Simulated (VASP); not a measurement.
# SrVO3 (Pm-3m) in VASP: notebook

Aim: see how the results for SrVO3 move with the level of theory and the settings. Levels: PBE, r2SCAN. Tasks: single point.

Program: VASP 6.6.1. These are calculated values, not measurements. Logs are shortened: lines on timing, memory, paths and dates and some standing lists are left out, and cuts for length are marked.

## Step 1: The cell of the first run

The structure is cubic, space group Pm-3m (No. 221). Conventional cell: a = 3.841 Å, b = 3.841 Å, c = 3.841 Å, α = 90.00°, β = 90.00°, γ = 90.00°. Within 3.6 Å of Sr (site symmetry m-3m) lie 12 O at 2.72 Å and 8 V at 3.33 Å. Within 2.5 Å of V (site symmetry m-3m) lie 6 O at 1.92 Å. Within 2.5 Å of O (site symmetry 4/mmm) lie 2 V at 1.92 Å.

## Step 2: Single point, PBE, collinear spin, ferromagnetic start

The input, INCAR:

```
  PREC = Accurate
  ENCUT = 520
  EDIFF = 1E-6
  ISMEAR = 0
  SIGMA = 0.014
  LREAL = F
  LASPH = T
  NELM = 150
  ALGO = Normal
  ISIF = 2
  LWAVE = F
  LCHARG = F
  ISPIN = 2
  MAGMOM = 0 2 0 0 0
  LORBIT = 11
  LMAXMIX = 4
  GGA = PE
  NBANDS = 32
```

The input, KPOINTS:

```
Automatic mesh
0
Gamma
  7 7 7
```

The input, POSCAR:

```
SrVO3
1.0
    3.8409000000      0.0000000000      0.0000000000
    0.0000000000      3.8409000000      0.0000000000
    0.0000000000      0.0000000000      3.8409000000
Sr V O
1 1 3
Direct
    0.5000000000      0.5000000000      0.5000000000
    0.0000000000      0.0000000000      0.0000000000
    0.0000000000      0.0000000000      0.5000000000
    0.0000000000      0.5000000000      0.0000000000
    0.5000000000      0.0000000000      0.0000000000
```

Potentials or basis: VASP PAW PBE potentials, release 64 (Sr_sv, V_sv, O).

Launch:

```sh
$ cat potpaw_PBE.64/Sr_sv/POTCAR potpaw_PBE.64/V_sv/POTCAR potpaw_PBE.64/O/POTCAR > POTCAR
$ mpirun -np 1 vasp_std > vasp.out
```

OUTCAR:

```text
PREC = Accurate
   ENCUT = 520
   EDIFF = 1E-6
   ISMEAR = 0
   LREAL = F
   LASPH = T
   NELM = 150
   ISIF = 2
   ISPIN = 2
   LORBIT = 11
   GGA = PE

 ion  position               nearest neighbor table
   1  0.500  0.500  0.500-   3 2.72   4 2.72   5 2.72   4 2.72   5 2.72   3 2.72   5 2.72   5 2.72
                             3 2.72   4 2.72   4 2.72   3 2.72   2 3.33   2 3.33   2 3.33   2 3.33
   2  0.000  0.000  0.000-   3 1.92   4 1.92   5 1.92   3 1.92   4 1.92   5 1.92   1 3.33   1 3.33
                             1 3.33   1 3.33   1 3.33   1 3.33   1 3.33   1 3.33
   3  0.000  0.000  0.500-   2 1.92   2 1.92   1 2.72   1 2.72   1 2.72   1 2.72
   4  0.000  0.500  0.000-   2 1.92   2 1.92   1 2.72   1 2.72   1 2.72   1 2.72
   5  0.500  0.000  0.000-   2 1.92   2 1.92   1 2.72   1 2.72   1 2.72   1 2.72

  LATTYP: Found a simple cubic cell.
 ALAT       =     3.8409000000

  Lattice vectors:

 A1 = (   3.8409000000,   0.0000000000,   0.0000000000)
 A2 = (   0.0000000000,   3.8409000000,   0.0000000000)
 A3 = (   0.0000000000,   0.0000000000,   3.8409000000)

Analysis of symmetry for initial positions (statically):
=====================================================================
 Subroutine PRICEL returns:
 Original cell was already a primitive cell.

 Routine SETGRP: Setting up the symmetry group for a
 simple cubic supercell.

 Subroutine GETGRP returns: Found 48 space group operations
 (whereof 48 operations were pure point group operations)
 out of a pool of 48 trial point group operations.

The static configuration has the point symmetry O_h .

Analysis of symmetry for dynamics (positions and initial velocities):
=====================================================================
 Subroutine PRICEL returns:
 Original cell was already a primitive cell.

 Routine SETGRP: Setting up the symmetry group for a
 simple cubic supercell.

 Subroutine GETGRP returns: Found 48 space group operations
 (whereof 48 operations were pure point group operations)
 out of a pool of 48 trial point group operations.

The dynamic configuration has the point symmetry O_h .

Analysis of structural, dynamic, and magnetic symmetry:
=====================================================================
 Subroutine PRICEL returns:
 Original cell was already a primitive cell.

 Routine SETGRP: Setting up the symmetry group for a
 simple cubic supercell.

 Subroutine GETGRP returns: Found 48 space group operations
 (whereof 48 operations were pure point group operations)
 out of a pool of 48 trial point group operations.

The overall configuration has the point symmetry O_h .

 Subroutine INISYM returns: Found 48 space group operations
 (whereof 48 operations are pure point group operations),
 and found     1 'primitive' translations

----------------------------------------------------------------------------------------

                                     Primitive cell

  volume of cell :      56.6629

  direct lattice vectors                    reciprocal lattice vectors
     3.840900000  0.000000000  0.000000000     0.260355646  0.000000000  0.000000000
     0.000000000  3.840900000  0.000000000     0.000000000  0.260355646  0.000000000
     0.000000000  0.000000000  3.840900000     0.000000000  0.000000000  0.260355646

  length of vectors
     3.840900000  3.840900000  3.840900000     0.260355646  0.260355646  0.260355646

  position of ions in fractional coordinates (direct lattice)
     0.500000000  0.500000000  0.500000000
     0.000000000  0.000000000  0.000000000
     0.000000000  0.000000000  0.500000000
     0.000000000  0.500000000  0.000000000
     0.500000000  0.000000000  0.000000000

  ion indices of the primitive-cell ions
   primitive index   ion index
                 1           1
                 2           2
                 3           3
                 4           4
                 5           5

----------------------------------------------------------------------------------------

 KPOINTS: Automatic mesh

Automatic generation of k-mesh.
 Grid dimensions read from file:
 generate k-points for:    7    7    7

 Generating k-lattice:

  Cartesian coordinates                     Fractional coordinates (reciprocal lattice)
     0.037193664  0.000000000  0.000000000     0.142857143  0.000000000  0.000000000
     0.000000000  0.037193664  0.000000000     0.000000000  0.142857143  0.000000000
     0.000000000  0.000000000  0.037193664     0.000000000  0.000000000  0.142857143

  Length of vectors
     0.037193664  0.037193664  0.037193664

  Shift w.r.t. Gamma in fractional coordinates (k-lattice)
     0.000000000  0.000000000  0.000000000

 Subroutine IBZKPT returns following result:
 ===========================================

 Found     20 irreducible k-points:

 Following reciprocal coordinates:
            Coordinates               Weight
  0.000000  0.000000  0.000000      1.000000
  0.142857  0.000000  0.000000      6.000000
  0.285714  0.000000  0.000000      6.000000
  0.428571  0.000000  0.000000      6.000000
  0.142857  0.142857  0.000000     12.000000
  0.285714  0.142857  0.000000     24.000000
[... 12 lines left out ...]
  0.428571  0.428571  0.285714     24.000000
  0.428571  0.428571  0.428571      8.000000
   k-points           NKPTS =     20   k-points in BZ     NKDIM =     20   number of bands    NBANDS=     32
   number of dos      NEDOS =    301   number of ions     NIONS =      5
   total plane-waves  NPLWV =  27000
   dimension x,y,z NGX =    30 NGY =   30 NGZ =   30
   dimension x,y,z NGXF=    60 NGYF=   60 NGZF=   60
   ions per type =               1   1   3
   NGX,Y,Z   is equivalent  to a cutoff of  12.98, 12.98, 12.98 a.u.
   NGXF,Y,Z  is equivalent  to a cutoff of  25.97, 25.97, 25.97 a.u.
 SYSTEM =  unknown system
   PREC   = accura    normal or accurate (medium, high low for compatibility)
   ISTART =      0    job   : 0-new  1-cont  2-samecut
   ICHARG =      2    charge: 1-file 2-atom 10-const
   ISPIN  =      2    spin polarized calculation?
   LNONCOLLINEAR =      F non collinear calculations
   LSORBIT =      F    spin-orbit coupling
   LASPH  =      T    aspherical Exc in radial PAW
   ENCUT  =  520.0 eV  38.22 Ry    6.18 a.u.   7.14  7.14  7.14*2*pi/ulx,y,z
   NELM   =    150;   NELMIN=  2; NELMDL= -5     # of ELM steps
   EDIFF  = 0.1E-05   stopping-criterion for ELM
   LREAL  =      F    real-space projection
   EDIFFG = 0.1E-04   stopping-criterion for IOM
   NSW    =      0    number of steps for IOM
   IBRION =     -1    ionic relax: 0-MD 1-quasi-New 2-CG
   NFREE  =      0    steps in history (QN), initial steepest desc. (CG)
   ISIF   =      2    stress and relaxation
   ISYM   =      2    0-nonsym 1-usesym 2-fastsym
   POTIM  = 0.5000    time-step for ionic-motion
   TEBEG  =    0.0;   TEEND  =   0.0 temperature during run
   PSTRESS=    0.0 pullay stress
   NELECT =      41.0000    total number of electrons
   NUPDOWN=      -1.0000    fix difference up-down
   EMIN   =  10.00;   EMAX   =-10.00  energy-range for DOS
   EFERMI =   0.00;   METHOD = LEGACY
   ISMEAR =     0;   SIGMA  =   0.01  broadening in eV -4-tet -1-fermi 0-gaus
   EFERMI_NEDOS =   21; number of points for ismear=-14 and -15
   IALGO  =     38    algorithm
   IMIX   =      4    mixing-type and parameters
     AMIX     =   0.40;   BMIX     =  1.00
     AMIX_MAG =   1.60;   BMIX_MAG =  1.00
  volume/ion in A,a.u.               =      11.33        76.48
  Fermi-wavevector in a.u.,A,eV,Ry     =   1.469726  2.777380 29.389880  2.160095
  Thomas-Fermi vector in A             =   2.585069
   LORBIT       =     11    0 simple, 1 ext, 2 COOP (PROOUT), +10 PAW based schemes
   GGA     = PE    functional components
   LHFCALC =     F    Hartree Fock is set to
   AEXX    =    0.0000 exact exchange contribution
   IVDW    =     0    specifies the selected vdW correction
   LEPSILON=     F    determine dielectric tensor
   LRPA    =     F    only Hartree local field effects (RPA)
 spin polarized calculation
 Gauss-broadening in eV      SIGMA  =   0.01
  energy-cutoff  :      520.00
  volume of cell :       56.66
 maximum number of plane-waves:      1551
 NGX is ok and might be reduce to    30
   NGX = 15   NGY = 15   NGZ = 15

 number of electron      41.0000013 magnetization       0.2535008

 number of electron      41.0000017 magnetization      -0.1020814

 Free energy of the ion-electron system (eV)
  ---------------------------------------------------
  ext. energy  EPLUGINS =         0.00000000
  ---------------------------------------------------
  free energy    TOTEN  =       -39.28558593 eV

  energy without entropy =      -39.28521044  energy(sigma->0) =      -39.28539819

 E-fermi :   6.2041     XC(G=0): -11.5754

 val. band max:        6.1999602815   @ k =   0.2857   0.1429   0.1429
 cond. band min:       6.2402718816   @ k =   0.4286   0.1429   0.1429
 fundamental gap:      0.0403116001
 Fermi energy:         6.2041330548

 spin component 1

 k-point     1 :       0.0000    0.0000    0.0000
  band No.  band energies     occupation
      1     -59.5017      1.00000
      2     -33.3379      1.00000
      3     -33.3379      1.00000
      4     -33.3379      1.00000
      5     -28.2578      1.00000
      6     -13.4701      1.00000
[... 24 lines left out ...]
     31      12.8432      0.00000
     32      19.6732      0.00000

 k-point     2 :       0.1429    0.0000    0.0000
  band No.  band energies     occupation
      1     -59.5016      1.00000
      2     -33.3447      1.00000
      3     -33.3376      1.00000
      4     -33.3376      1.00000
      5     -28.2518      1.00000
      6     -13.4754      1.00000
[... 24 lines left out ...]
     31      13.0753      0.00000
     32      19.6817      0.00000
[... 593 lines left out ...]
     31      15.8143      0.00000
     32      18.4229      0.00000

 k-point    20 :       0.4286    0.4286    0.4286
  band No.  band energies     occupation
      1     -59.4996      1.00000
      2     -33.3679      1.00000
      3     -33.3679      1.00000
      4     -33.3679      1.00000
      5     -28.1828      1.00000
      6     -12.2862      1.00000
[... 24 lines left out ...]
     31      15.3189      0.00000
     32      19.0821      0.00000
 Fermi energy:         6.2041330548

 spin component 2

 k-point     1 :       0.0000    0.0000    0.0000
  band No.  band energies     occupation
      1     -59.6065      1.00000
      2     -33.4409      1.00000
      3     -33.4409      1.00000
      4     -33.4409      1.00000
      5     -28.2578      1.00000
      6     -13.4713      1.00000
[... 24 lines left out ...]
     31      12.8335      0.00000
     32      19.6192      0.00000

 k-point     2 :       0.1429    0.0000    0.0000
  band No.  band energies     occupation
      1     -59.6064      1.00000
      2     -33.4476      1.00000
      3     -33.4406      1.00000
      4     -33.4406      1.00000
      5     -28.2517      1.00000
      6     -13.4765      1.00000
[... 24 lines left out ...]
     31      13.0670      0.00000
     32      19.6349      0.00000
[... 593 lines left out ...]
     31      15.8104      0.00000
     32      18.4190      0.00000

 k-point    20 :       0.4286    0.4286    0.4286
  band No.  band energies     occupation
      1     -59.6044      1.00000
      2     -33.4705      1.00000
      3     -33.4704      1.00000
      4     -33.4704      1.00000
      5     -28.1827      1.00000
      6     -12.2863      1.00000
[... 24 lines left out ...]
     31      15.3143      0.00000
     32      19.0803      0.00000

------------------------ aborting loop because EDIFF is reached ----------------------------------------

  FORCE on cell =-STRESS in cart. coord.  units (eV):
  Direction    XX          YY          ZZ          XY          YZ          ZX
  --------------------------------------------------------------------------------------
  -------------------------------------------------------------------------------------
  Total        1.1399845      1.1399845      1.1399845      0.0000000      0.0000000      0.0000000
  in kB       32.2337269     32.2337269     32.2337269      0.0000000      0.0000000      0.0000000
  external PRESSURE =      32.2337269 kB  Pullay stress =       0.0000000 kB

 VOLUME and BASIS-vectors are now :
 -----------------------------------------------------------------------------
  energy-cutoff  :      520.00
  volume of cell :       56.66
      direct lattice vectors                 reciprocal lattice vectors
     3.840900000  0.000000000  0.000000000     0.260355646  0.000000000  0.000000000
     0.000000000  3.840900000  0.000000000     0.000000000  0.260355646  0.000000000
     0.000000000  0.000000000  3.840900000     0.000000000  0.000000000  0.260355646

 POSITION                                       TOTAL-FORCE (eV/Angst)
 -----------------------------------------------------------------------------------
      1.92045      1.92045      1.92045         0.000000      0.000000      0.000000
      0.00000      0.00000      0.00000         0.000000      0.000000      0.000000
      0.00000      0.00000      1.92045         0.000000      0.000000      0.000000
      0.00000      1.92045      0.00000         0.000000      0.000000      0.000000
      1.92045      0.00000      0.00000         0.000000      0.000000      0.000000
 -----------------------------------------------------------------------------------
    total drift:                                0.000000     -0.000000      0.000000

  FREE ENERGIE OF THE ION-ELECTRON SYSTEM (eV)
  ---------------------------------------------------
  free  energy   TOTEN  =       -39.2855859347 eV

  energy  without entropy=      -39.2852104434  energy(sigma->0) =      -39.28539819

 total charge

# of ion       s       p       d       tot
------------------------------------------
    1        2.000   5.803   0.219   8.021
    2        2.285   6.349   2.957  11.591
    3        1.565   3.482   0.000   5.047
    4        1.565   3.482   0.000   5.047
    5        1.565   3.482   0.000   5.047
--------------------------------------------------
tot          8.979  22.599   3.176  34.753

 magnetization (x)

# of ion       s       p       d       tot
------------------------------------------
    1        0.000   0.000   0.000   0.000
    2       -0.001  -0.001  -0.098  -0.099
    3        0.000   0.002   0.000   0.002
    4        0.000   0.002   0.000   0.002
    5        0.000   0.002   0.000   0.002
--------------------------------------------------
tot         -0.000   0.004  -0.098  -0.094
```

Run time: 2.2 min. Hardware: 1 thread of Intel Xeon 8259CL, shared host; peak memory 0.23 GiB.

What came out:

```yaml
Free_energy: -39.2856 eV
Pressure: 3.2 GPa
Net_moment: -0.10 μB per cell
Site_moments: Sr +0.00; V -0.10; O +0.00 μB
Valence_electrons_inside_the_program's_atomic_spheres: Sr 8.02; V 11.59; O 5.05
```

Levels at points of the mesh, in eV from the Fermi level:
Spin up:
```csv
k point,band 16,band 17,band 18,band 19,band 20,band 21,band 22,band 23,band 24,band 25
"(0.00, 0.00, 0.00)",-3.16,-3.16,-2.32,-2.32,-2.32,-0.79,-0.79,-0.79,1.41,1.41
```
Spin down:
```
           k point  band 16  band 17  band 18  band 19  band 20  band 21  band 22  band 23  band 24  band 25
(0.00, 0.00, 0.00)    -3.16    -3.16    -2.32    -2.32    -2.32    -0.91    -0.91    -0.91     1.36     1.36
```

Caveat: the cell stands under pressure; semilocal functionals often make such compounds metallic where correlation or magnetic order opens a gap, which also shifts bond lengths. With open d or f shells a metallic result of PBE can be an artefact of self-interaction; +U or a hybrid may open a gap.

## Step 3: Single point, r2SCAN, non-collinear spin, typed start, spin-orbit coupling

POSCAR is that of step 2.

The input, INCAR.step1:

```
PREC = Accurate
ENCUT = 520
ISMEAR = -1
SIGMA = 0.05
LREAL = F
LASPH = T
NELM = 150
MAGMOM = 0 0 0 1.155 1.155 1.155 0 0 0 0 0 0 0 0 0
LSORBIT = T
GGA_COMPAT = F
LMAXMIX = 4
NBANDS = 56
GGA = PE
ALGO = Normal
EDIFF = 1E-4
LWAVE = T
LCHARG = F
```

The input, INCAR.step2:

```
PREC = Accurate
ENCUT = 520
EDIFF = 1E-6
ISMEAR = -1
SIGMA = 0.05
LREAL = F
LASPH = T
NELM = 150
ALGO = Normal
ISIF = 2
LWAVE = F
LCHARG = T
MAGMOM = 0 0 0 1.155 1.155 1.155 0 0 0 0 0 0 0 0 0
LORBIT = 11
LSORBIT = T
GGA_COMPAT = F
LORBMOM = T
LMAXMIX = 4
METAGGA = R2SCAN
LMIXTAU = T
LVHAR = T
NBANDS = 56
ISTART = 1
```

The input, KPOINTS:

```
regular mesh
0
Gamma
  5 5 5
```

Potentials or basis: VASP PAW PBE potentials, release 64 (Sr_sv, V_sv, O).

Launch:

```sh
$ cat potpaw_PBE.64/Sr_sv/POTCAR potpaw_PBE.64/V_sv/POTCAR potpaw_PBE.64/O/POTCAR > POTCAR
$ cp INCAR.step1 INCAR
$ mpirun -np 1 vasp_ncl > vasp.out
$ cp INCAR.step2 INCAR
$ mpirun -np 1 vasp_ncl > vasp.out
```

It took 34 min on 1 thread of Intel Xeon 8259CL, shared host; peak memory 0.41 GiB.

The run converged. Its results:

* Free energy: -62.5214 eV
* Pressure: 0.8 GPa
* Net moment: 1.00 μB per cell
* Valence electrons inside the program's atomic spheres: Sr 8.11; V 11.51; O 5.09

Moments on the atoms (μB; x, y, z):
```
Sr   0.00  0.00  0.00
V    0.59  0.59  0.59
O   -0.02 -0.02 -0.02
O   -0.02 -0.02 -0.02
O   -0.02 -0.02 -0.02
```

Caveat: the PAW data sets were made with another functional, which shifts forces and pressure a little.
